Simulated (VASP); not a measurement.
Write the native input for VASP 6.6.1 that does the following.

* Task: single point
* Functional: PBE
* Potentials or basis: VASP PAW PBE potentials, release 64 (Nb_sv, As)
* Cutoff: 520 eV
* k mesh: 7 × 7 × 1
* Occupations: fermi-dirac, width 0.05 eV
* Spin: no spin polarisation
* Dipole correction: no
* Further INCAR settings: ALGO = Normal; EDIFF = 1e-07; NBANDS = 16

The structure of NbAs lies in POSCAR:

```
NbAs
1.0
    3.6117000000      0.0000000000      0.0000000000
    0.0000000000      3.6117000000      0.0000000000
    0.0000000000      0.0000000000     23.8000000000
Nb As
1 1
Direct
    0.0000000000      0.0000000000      0.2941200000
    0.5000000000      0.5000000000      0.2941200000
```

The input as run:

INCAR

```
SYSTEM = NbAs
  PREC = Accurate
  ENCUT = 520
  EDIFF = 1E-7
  ISMEAR = -1
  SIGMA = 0.05
  LREAL = .FALSE.
  LASPH = .TRUE.
  NELM = 80
  ALGO = Normal
  ISIF = 2
  LWAVE = .FALSE.
  LCHARG = .TRUE.
  GGA = PE
  LELF = .TRUE.
  LVHAR = .TRUE.
  NBANDS = 16
```

KPOINTS

```
Automatic mesh
0
G
  7 7 1
  0 0 0
```

Potentials or basis: VASP PAW PBE potentials, release 64 (Nb_sv, As).

Run with:

```bash
$ cat potpaw_PBE.64/Nb_sv/POTCAR potpaw_PBE.64/As/POTCAR > POTCAR
$ mpirun -np 1 vasp_std > vasp.out
```

Results of the run:

| Item | Value |
| --- | --- |
| Band gap on the k mesh | zero (band 9 reaches -2.58 eV, above the bottom of band 10 at -3.05 eV) |

It took 4 min on 1 thread of AMD EPYC 7R13, with other jobs on the host, peak memory 0.33 GiB.
